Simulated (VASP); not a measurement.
# Be (R-3m) in VASP: a series of runs

Be is run at these levels: PBE; tasks: relaxation of cell and atoms, single point.

Program: VASP 6.6.1. These are calculated values, not measurements. Logs are shortened: lines on timing, memory, paths and dates and some standing lists are left out, and cuts for length are marked.

**1. The cell of the first run**

It takes space group R-3m (No. 166, trigonal). Conventional cell: a = 5.159 Å, b = 5.159 Å, c = 13.197 Å, α = 90.00°, β = 90.00°, γ = 120.00°. Be (site symmetry m) has 6 Be at 1.75 to 1.90 Å within 2.3 Å. Be (site symmetry m) has 7 Be at 1.87 to 2.11 Å within 2.5 Å.

**2. Relaxation of cell and atoms, PBE**

The input, INCAR:

```
SYSTEM = Be
ALGO = Normal
EDIFF = 1E-7
EDIFFG = -0.04
ENCUT = 600
GGA = PE
IBRION = 2
ISIF = 3
ISMEAR = 0
LASPH = .True.
LCHARG = .False.
LREAL = .False.
LWAVE = .False.
NELM = 60
NSW = 90
PREC = Accurate
SIGMA = 0.1
```

The input, KPOINTS:

```
k-points
0
Gamma
  6 6 6
  0 0 0
```

The input, POSCAR:

```
Be
1.0
    2.5794137354      1.4892252145      4.3989377609
   -2.5794137354      1.4892252145      4.3989377609
    0.0000000000     -2.9784504289      4.3989377609
Be
12
Direct
    0.0101900000      0.6536100000      0.0101900000
    0.0101900000      0.0101900000      0.6536100000
    0.6536100000      0.0101900000      0.0101900000
    0.9898100000      0.3463900000      0.9898100000
    0.3463900000      0.9898100000      0.9898100000
    0.9898100000      0.9898100000      0.3463900000
    0.2211800000      0.6306000000      0.2211800000
    0.2211800000      0.2211800000      0.6306000000
    0.6306000000      0.2211800000      0.2211800000
    0.7788200000      0.3694000000      0.7788200000
    0.3694000000      0.7788200000      0.7788200000
    0.7788200000      0.7788200000      0.3694000000
```

Potentials or basis: VASP PAW PBE potentials, release 64 (Be).

Run with:

```console
> cat potpaw_PBE.64/Be/POTCAR > POTCAR
> mpirun -np 1 vasp_std > vasp.out
```

OUTCAR:

```text
SYSTEM = Be
   EDIFF = 1E-7
   EDIFFG = -0.04
   ENCUT = 600
   GGA = PE
   IBRION = 2
   ISIF = 3
   ISMEAR = 0
   LASPH = .True.
   LREAL = .False.
   NELM = 60
   NSW = 90
   PREC = Accurate

 ion  position               nearest neighbor table
   1  0.010  0.654  0.010-   4 1.75   2 1.84   3 1.84   7 1.89  12 1.90  11 1.90
   2  0.010  0.010  0.654-   6 1.75   3 1.84   1 1.84   8 1.89  10 1.90  11 1.90
   3  0.654  0.010  0.010-   5 1.75   2 1.84   1 1.84   9 1.89  12 1.90  10 1.90
   4  0.990  0.346  0.990-   1 1.75   6 1.84   5 1.84  10 1.89   8 1.90   9 1.90
   5  0.346  0.990  0.990-   3 1.75   6 1.84   4 1.84  11 1.89   8 1.90   7 1.90
   6  0.990  0.990  0.346-   2 1.75   4 1.84   5 1.84  12 1.89   9 1.90   7 1.90
   7  0.221  0.631  0.221-  11 1.87  12 1.87   1 1.89   5 1.90   6 1.90   8 2.11   9 2.11
   8  0.221  0.221  0.631-  10 1.87  11 1.87   2 1.89   4 1.90   5 1.90   7 2.11   9 2.11
   9  0.631  0.221  0.221-  10 1.87  12 1.87   3 1.89   4 1.90   6 1.90   8 2.11   7 2.11
  10  0.779  0.369  0.779-   9 1.87   8 1.87   4 1.89   3 1.90   2 1.90  12 2.11  11 2.11
  11  0.369  0.779  0.779-   7 1.87   8 1.87   5 1.89   1 1.90   2 1.90  12 2.11  10 2.11
  12  0.779  0.779  0.369-   7 1.87   9 1.87   6 1.89   3 1.90   1 1.90  10 2.11  11 2.11

  LATTYP: Found a trigonal (rhomboedric) cell.
 ALAT       =     5.3124213295
 COS(alpha) =     0.5284942553

  Lattice vectors:

 A1 = (   2.5794137354,   1.4892252145,   4.3989377609)
 A2 = (  -2.5794137354,   1.4892252145,   4.3989377609)
 A3 = (   0.0000000000,  -2.9784504289,   4.3989377609)

Analysis of symmetry for initial positions (statically):
=====================================================================
 Subroutine PRICEL returns:
 Original cell was already a primitive cell.

 Routine SETGRP: Setting up the symmetry group for a
 trigonal (rhombohedral) supercell.

 Subroutine GETGRP returns: Found 12 space group operations
 (whereof 12 operations were pure point group operations)
 out of a pool of 12 trial point group operations.

The static configuration has the point symmetry D_3d.

Analysis of symmetry for dynamics (positions and initial velocities):
=====================================================================
 Subroutine PRICEL returns:
 Original cell was already a primitive cell.

 Routine SETGRP: Setting up the symmetry group for a
 trigonal (rhombohedral) supercell.

 Subroutine GETGRP returns: Found 12 space group operations
 (whereof 12 operations were pure point group operations)
 out of a pool of 12 trial point group operations.

The dynamic configuration has the point symmetry D_3d.

 Subroutine INISYM returns: Found 12 space group operations
 (whereof 12 operations are pure point group operations),
 and found     1 'primitive' translations

----------------------------------------------------------------------------------------

                                     Primitive cell

[... 114 lines left out ...]
   IBRION =      2    ionic relax: 0-MD 1-quasi-New 2-CG
   NFREE  =      1    steps in history (QN), initial steepest desc. (CG)
   ISIF   =      3    stress and relaxation
   ISYM   =      2    0-nonsym 1-usesym 2-fastsym
   POTIM  = 0.5000    time-step for ionic-motion
   TEBEG  =    0.0;   TEEND  =   0.0 temperature during run
   PSTRESS=    0.0 pullay stress
   NELECT =      24.0000    total number of electrons
   NUPDOWN=      -1.0000    fix difference up-down
   EMIN   =  10.00;   EMAX   =-10.00  energy-range for DOS
   EFERMI =   0.00;   METHOD = LEGACY
   ISMEAR =     0;   SIGMA  =   0.10  broadening in eV -4-tet -1-fermi 0-gaus
   EFERMI_NEDOS =   21; number of points for ismear=-14 and -15
   IALGO  =     38    algorithm
   IMIX   =      4    mixing-type and parameters
     AMIX     =   0.40;   BMIX     =  1.00
     AMIX_MAG =   1.60;   BMIX_MAG =  1.00
  volume/ion in A,a.u.               =       8.45        57.02
  Fermi-wavevector in a.u.,A,eV,Ry     =   1.012710  1.913744 13.953884  1.025582
  Thomas-Fermi vector in A             =   2.145836
   LORBIT       =      0    0 simple, 1 ext, 2 COOP (PROOUT), +10 PAW based schemes
   GGA     = PE    functional components
   LHFCALC =     F    Hartree Fock is set to
   AEXX    =    0.0000 exact exchange contribution
   IVDW    =     0    specifies the selected vdW correction
   LEPSILON=     F    determine dielectric tensor
   LRPA    =     F    only Hartree local field effects (RPA)
 conjugate gradient relaxation of ions
 non-spin polarized calculation
 Gauss-broadening in eV      SIGMA  =   0.10
  energy-cutoff  :      600.00
  volume of cell :      101.39
 maximum number of plane-waves:      3426
   NGX = 21   NGY = 21   NGZ = 21

--------------------------------------- Ionic step        1  -------------------------------------------

 number of electron      24.0000000 magnetization

 Free energy of the ion-electron system (eV)
  ---------------------------------------------------
  ext. energy  EPLUGINS =         0.00000000
  ---------------------------------------------------
  free energy    TOTEN  =       -26.37235482 eV

  energy without entropy =      -26.35927712  energy(sigma->0) =      -26.36581597

 E-fermi :   5.0197     XC(G=0): -10.1134

 val. band max:        4.9591490556   @ k =  -0.1667   0.3333   0.1667
 cond. band min:       5.0644159039   @ k =   0.3333   0.1667   0.0000
 fundamental gap:      0.1052668483
 Fermi energy:         5.0197136387

 k-point     1 :       0.0000    0.0000    0.0000
  band No.  band energies     occupation
      1      -4.9819      2.00000
      2      -0.3601      2.00000
      3       0.2259      2.00000
      4       0.7525      2.00000
      5       0.7525      2.00000
      6       1.1346      2.00000
[... 650 lines left out ...]
  FREE ENERGIE OF THE ION-ELECTRON SYSTEM (eV)
  ---------------------------------------------------
  free  energy   TOTEN  =       -33.4483166341 eV

  energy  without entropy=      -33.4174837213  energy(sigma->0) =      -33.43290018

[... ionic steps 4 to 16 ...]

--------------------------------------- Ionic step       17  -------------------------------------------

 number of electron      24.0000000 magnetization

------------------------ aborting loop because EDIFF is reached ----------------------------------------
[... 87 lines left out ...]
--------------------------------------- Ionic step       19  -------------------------------------------

 number of electron      24.0000000 magnetization

 Free energy of the ion-electron system (eV)
  ---------------------------------------------------
  ext. energy  EPLUGINS =         0.00000000
  ---------------------------------------------------
  free energy    TOTEN  =       -35.13420764 eV

  energy without entropy =      -35.11130066  energy(sigma->0) =      -35.12275415

 E-fermi :   3.3251     XC(G=0):  -9.2984

 val. band max:        3.3042485918   @ k =  -0.3333  -0.3333   0.1667
 cond. band min:       3.3651433474   @ k =   0.5000   0.3333   0.1667
 fundamental gap:      0.0608947556
 Fermi energy:         3.3250547391

 k-point     1 :       0.0000    0.0000    0.0000
  band No.  band energies     occupation
      1      -5.4118      2.00000
      2      -1.7193      2.00000
      3      -1.3994      2.00000
      4      -0.1990      2.00000
      5      -0.1990      2.00000
      6       0.0640      2.00000
[... 558 lines left out ...]
  FREE ENERGIE OF THE ION-ELECTRON SYSTEM (eV)
  ---------------------------------------------------
  free  energy   TOTEN  =       -35.1342076409 eV

  energy  without entropy=      -35.1113006582  energy(sigma->0) =      -35.12275415

 reached required accuracy - stopping structural energy minimisation
```

OSZICAR:

```text
N       E                     dE             d eps       ncg     rms          rms(c)
DAV:   1     0.553922249472E+02    0.55392E+02   -0.10689E+04  1216   0.120E+03
DAV:   2    -0.272590843761E+02   -0.82651E+02   -0.79808E+02  1788   0.202E+02
[... 184 lines left out ...]
DAV:   1    -0.351344913511E+02   -0.42090E-02   -0.19192E-01  1216   0.223E+00    0.943E-02
DAV:   2    -0.351343291867E+02    0.16216E-03   -0.45981E-03  1543   0.384E-01    0.509E-02
DAV:   3    -0.351342044727E+02    0.12471E-03   -0.39457E-04  1410   0.926E-02    0.121E-02
DAV:   4    -0.351342068465E+02   -0.23738E-05   -0.43746E-05  1487   0.350E-02    0.476E-03
DAV:   5    -0.351342073064E+02   -0.45990E-06   -0.16845E-06  1439   0.667E-03    0.154E-03
DAV:   6    -0.351342075961E+02   -0.28973E-06   -0.24274E-07  1082   0.274E-03    0.401E-04
DAV:   7    -0.351342076409E+02   -0.44820E-07   -0.23165E-08   698   0.822E-04
  19 F= -.35134208E+02 E0= -.35122754E+02  d E =-.392527E-02
```

CONTCAR:

```text
Be
   1.00000000000000
     2.6149167569180447    1.5097228935393816    5.6541256419503751
    -2.6149167569180447    1.5097228935393816    5.6541256419503751
     0.0000000000000000   -3.0194457869522706    5.6541256419408112
  Be
    12
Direct
     0.0598130684718921    0.5693277560238219    0.0598130684718695
     0.0598130684718687    0.0598130684718687    0.5693277560238363
     0.5693277560238219    0.0598130684718921    0.0598130684718695
     0.9401869315281079    0.4306722439761778    0.9401869315281305
     0.4306722439761778    0.9401869315281079    0.9401869315281305
     0.9401869315281313    0.9401869315281313    0.4306722439761637
     0.2282184738779413    0.6174202224695232    0.2282184738779569
     0.2282184738779517    0.2282184738779517    0.6174202224695247
     0.6174202224695232    0.2282184738779413    0.2282184738779569
     0.7717815261220585    0.3825797775304767    0.7717815261220429
     0.3825797775304767    0.7717815261220585    0.7717815261220429
     0.7717815261220482    0.7717815261220482    0.3825797775304753

  0.00000000E+00  0.00000000E+00  0.00000000E+00
  0.00000000E+00  0.00000000E+00  0.00000000E+00
  0.00000000E+00  0.00000000E+00  0.00000000E+00
  0.00000000E+00  0.00000000E+00  0.00000000E+00
  0.00000000E+00  0.00000000E+00  0.00000000E+00
  0.00000000E+00  0.00000000E+00  0.00000000E+00
  0.00000000E+00  0.00000000E+00  0.00000000E+00
  0.00000000E+00  0.00000000E+00  0.00000000E+00
  0.00000000E+00  0.00000000E+00  0.00000000E+00
  0.00000000E+00  0.00000000E+00  0.00000000E+00
  0.00000000E+00  0.00000000E+00  0.00000000E+00
  0.00000000E+00  0.00000000E+00  0.00000000E+00
```

It took 12 min on 1 thread of Intel Xeon Platinum 8488C (Sapphire Rapids), shared host; peak memory 0.28 GiB.

Results:

```yaml
Free_energy: -35.1342 eV
Relaxed_volume: 11.16 Å³/atom
Relaxed_cell: a = 6.410 Å, b = 6.410 Å, c = 6.410 Å, α = 48.15°, β = 48.15°, γ = 48.15°
Space_group_after_relaxing_to_0.1_Å: R-3m (No. 166)
Energy_gained_by_relaxing: 730.2 meV/atom
Ionic_steps: 19
Pressure_after_relaxing: 0.2 GPa
Largest_force_after_relaxing: 0.037 eV/Å
Band_gap_on_the_k_mesh: zero (bands 12 and 13 overlap by 1.08 eV)
```

Forces in eV/Å, atoms in the order of the input:
```
Be   0.021 -0.012  0.028
Be   0.000  0.024  0.028
Be  -0.021 -0.012  0.028
Be  -0.021  0.012 -0.028
Be   0.021  0.012 -0.028
Be   0.000 -0.024 -0.028
Be  -0.023  0.013  0.026
Be   0.000 -0.026  0.026
Be   0.023  0.013  0.026
Be   0.023 -0.013 -0.026
Be  -0.023 -0.013 -0.026
Be   0.000  0.026 -0.026
```

The path:
```
step  energy change (eV)  largest force (eV/Å)  pressure (GPa)  volume (Å³)
   1              0.0000                3.6112           50.46       101.39
   2             -7.0531                1.3927            0.72       145.37
   3             -7.0760                1.3955            2.05       142.39
   4             -7.7664                0.5410           -1.35       148.31
   5             -7.8771                0.4895           -2.74       152.13
   6             -8.1407                0.5729           -1.69       148.31
   7             -8.3644                0.7245            0.49       141.73
   8             -8.5725                0.3792           -0.51       140.72
   9             -8.6396                0.3353           -1.09       139.48
  10             -8.6415                0.2942           -1.05       139.65
  11             -8.7006                0.1981            0.06       136.64
  12             -8.7099                0.1452            0.80       134.87
  13             -8.7404                0.0959            0.12       135.20
  14             -8.7413                0.1278           -0.02       135.27
  15             -8.7505                0.0726           -0.25       135.31
  16             -8.7511                0.0966           -0.32       135.33
  17             -8.7576                0.0498           -0.03       134.41
  18             -8.7579                0.0576            0.06       134.17
  19             -8.7619                0.0373            0.15       133.93
```

Final structure:
```cif
data_structure
_symmetry_space_group_name_H-M 'P 1'
_symmetry_Int_Tables_number 1
_cell_length_a 6.4099
_cell_length_b 6.4099
_cell_length_c 6.4099
_cell_angle_alpha 48.153
_cell_angle_beta 48.153
_cell_angle_gamma 48.153
_cell_volume 133.93
loop_
_atom_site_label
_atom_site_type_symbol
_atom_site_fract_x
_atom_site_fract_y
_atom_site_fract_z
_atom_site_occupancy
Be1 Be 0.05981 0.56933 0.05981 1
Be2 Be 0.05981 0.05981 0.56933 1
Be3 Be 0.56933 0.05981 0.05981 1
Be4 Be 0.94019 0.43067 0.94019 1
Be5 Be 0.43067 0.94019 0.94019 1
Be6 Be 0.94019 0.94019 0.43067 1
Be7 Be 0.22822 0.61742 0.22822 1
Be8 Be 0.22822 0.22822 0.61742 1
Be9 Be 0.61742 0.22822 0.22822 1
Be10 Be 0.77178 0.38258 0.77178 1
Be11 Be 0.38258 0.77178 0.77178 1
Be12 Be 0.77178 0.77178 0.38258 1
```

Caveat: the volume moved by over 15 % at a fixed basis, so the end points are rough.

**3. Relaxation of cell and atoms, PBE**

This run uses another cell than the first one: it holds 3 atoms, not 12.

The input, INCAR:

```
SYSTEM = Be
PREC     = Accurate       ! precision mode
ENCUT    = 600            ! plane-wave cutoff, eV
EDIFF    = 1E-6           ! SCF threshold, eV
ISMEAR   = 0              ! smearing method
SIGMA    = 0.1            ! smearing width, eV
LREAL    = .FALSE.        ! projectors in reciprocal space
LASPH    = .TRUE.         ! aspherical terms in the spheres
NELM     = 100            ! most SCF steps
ALGO     = Normal         ! electronic algorithm
ISIF     = 3              ! what is computed and relaxed
LWAVE    = .FALSE.        ! write WAVECAR
LCHARG   = .FALSE.        ! write CHGCAR
GGA      = PE             ! functional
IBRION   = 2              ! ionic algorithm
NSW      = 100            ! ionic steps
EDIFFG   = -0.01          ! ionic threshold
```

The input, KPOINTS:

```
regular mesh
0
G
  24 24 24
  0 0 0
```

The input, POSCAR:

```
Be
1.0
    1.1299049871      0.6523509484      5.3583413990
   -1.1299049871      0.6523509484      5.3583413990
    0.0000000000     -1.3047018969      5.3583413990
Be
3
Direct
    0.0000000000      0.0000000000      0.0000000000
    0.2216125964      0.2216125964      0.2216125964
    0.7783874036      0.7783874036      0.7783874036
```

Potentials or basis: VASP PAW PBE potentials, release 64 (Be).

Run with:

```console
> cat potpaw_PBE.64/Be/POTCAR > POTCAR
> mpirun -np 1 vasp_std > vasp.out
```

Wall time 20 min (1 thread of AMD EPYC 7R13 (Zen 3), shared host); peak memory 0.5 GiB.

Results (log left out):

| Property | Result |
| --- | --- |
| Free energy | -11.2367 eV |
| Relaxed volume | 7.91 Å³/atom |
| Relaxed cell | a = 5.528 Å, b = 5.528 Å, c = 5.528 Å, α = 23.58°, β = 23.58°, γ = 23.58° |
| Space group after relaxing (to 0.1 Å) | R-3m (No. 166) |
| Energy gained by relaxing | 0.1 meV/atom |
| Ionic steps | 2 |
| Pressure after relaxing | 0.0 GPa |
| Band gap on the k mesh | zero (bands 3 and 4 overlap by 1.96 eV) |

Stress tensor (GPa, compression positive):
```
-0.05  0.00  0.00
 0.00 -0.05  0.00
 0.00  0.00  0.09
```

Step by step:
```csv
step,energy change (eV),largest force (eV/Å),pressure (GPa),volume (Å³)
1,0.0000,0.0013,0.20,23.70
2,-0.0002,0.0009,-0.01,23.73
```

Final structure:
```cif
data_structure
_symmetry_space_group_name_H-M 'P 1'
_symmetry_Int_Tables_number 1
_cell_length_a 5.5277
_cell_length_b 5.5277
_cell_length_c 5.5277
_cell_angle_alpha 23.577
_cell_angle_beta 23.577
_cell_angle_gamma 23.577
_cell_volume 23.73
loop_
_atom_site_label
_atom_site_type_symbol
_atom_site_fract_x
_atom_site_fract_y
_atom_site_fract_z
_atom_site_occupancy
Be1 Be 0.00000 0.00000 0.00000 1
Be2 Be 0.22161 0.22161 0.22161 1
Be3 Be 0.77839 0.77839 0.77839 1
```

Levels at points of the mesh, in eV from the Fermi level:
| k point | band 1 | band 2 | band 3 | band 4 | band 5 | band 6 | band 7 |
| --- | --- | --- | --- | --- | --- | --- | --- |
| (0.00, 0.00, 0.00) | -11.41 | -7.64 | -7.63 | 6.11 | 6.28 | 16.74 | 16.74 |
| (0.50, 0.00, 0.00) | -5.00 | -3.46 | -3.06 | 1.96 | 2.21 | 3.49 | 10.60 |
| (0.50, 0.50, 0.00) | -4.47 | -4.30 | -2.91 | 0.93 | 3.20 | 5.76 | 7.54 |
| (0.50, 0.50, 0.50) | -10.45 | -10.45 | -4.56 | 0.93 | 14.83 | 15.10 | 16.14 |

(Part 1 of 2 ends here.)

The gap in the log of VASP goes by the Fermi energy; the results here count the filled bands.